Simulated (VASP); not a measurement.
**Li: relaxation of cell and atoms with PBEsol**

The system is Li.

```
Li
1.0
     2.95316    0.00000    0.00000
    -1.47658    2.55751    0.00000
     0.00000    0.00000    4.84408
Li
2
Cartesian
  0.0000 1.7050 1.2110
  1.4766 0.8525 3.6331
```

This isn't the form of Li at room conditions, which is bcc.

```
Program                : VASP 6.6.1
Task                   : relaxation of cell and atoms
Functional             : PBEsol
Potentials or basis    : VASP PAW PBE potentials, release 64 (Li_sv)
Cutoff                 : 750 eV
k mesh                 : 18 × 18 × 10
Occupations            : gaussian, width 0.1 eV
Spin                   : no spin polarisation
Dipole correction      : no
Further INCAR settings : ALGO = Normal; EDIFF = 1e-07; IBRION = 2; EDIFFG = -0.005; NSW = 70; ISIF = 3
```

```json
{
  "Relaxed volume": "19.96 Å³/atom",
  "Relaxed cell": "a = 3.040 Å, b = 3.040 Å, c = 4.990 Å, α = 90.00°, β = 90.00°, γ = 120.00°",
  "Space group after relaxing (to 0.1 Å)": "P6_3/mmc (No. 194)",
  "Energy gained by relaxing": "7.1 meV/atom",
  "Ionic steps": "4",
  "Pressure after relaxing": "0.0 GPa",
  "Band gap on the k mesh": "zero (bands 3 and 4 overlap by 4.67 eV)"
}
```

Step by step:
```csv
step,energy change (eV),largest force (eV/Å),pressure (GPa),volume (Å³)
1,0.0000,0.0000,1.45,36.59
2,-0.0068,0.0000,1.01,37.47
3,-0.0140,0.0000,-0.11,40.21
4,-0.0141,0.0000,-0.01,39.93
```

Final structure:
```yaml
crystal:
  lattice:
    - [3.03958, 0.00000, 0.00000]
    - [-1.51979, 2.63236, 0.00000]
    - [0.00000, 0.00000, 4.99004]
  atoms:
    - { symbol: Li, position: [0.33333, 0.66667, 0.25000] }
    - { symbol: Li, position: [0.66667, 0.33333, 0.75000] }
```

Levels at points of the mesh, in eV from the Fermi level:
| k point | band 1 | band 2 | band 3 | band 4 | band 5 | band 6 | band 7 |
| --- | --- | --- | --- | --- | --- | --- | --- |
| (0.00, 0.00, 0.00) | -45.87 | -45.85 | -3.58 | -0.05 | 2.94 | 12.67 | 12.67 |
| (0.50, 0.00, 0.00) | -45.85 | -45.85 | -0.07 | 1.07 | 4.73 | 5.88 | 6.31 |
| (0.00, 0.00, 0.50) | -45.86 | -45.86 | -2.47 | -2.47 | 7.99 | 7.99 | 13.59 |
| (0.50, 0.00, 0.50) | -45.85 | -45.85 | 0.69 | 0.69 | 3.56 | 3.56 | 9.97 |

It took 2.1 min on 1 thread of Intel(R) Xeon(R) Platinum 8488C (Sapphire Rapids) (shared host), peak memory 0.23 GiB.

Caveat: the PAW data sets were made with another functional, which shifts forces and pressure a little. Zero-point motion and thermal expansion aren't in these numbers.
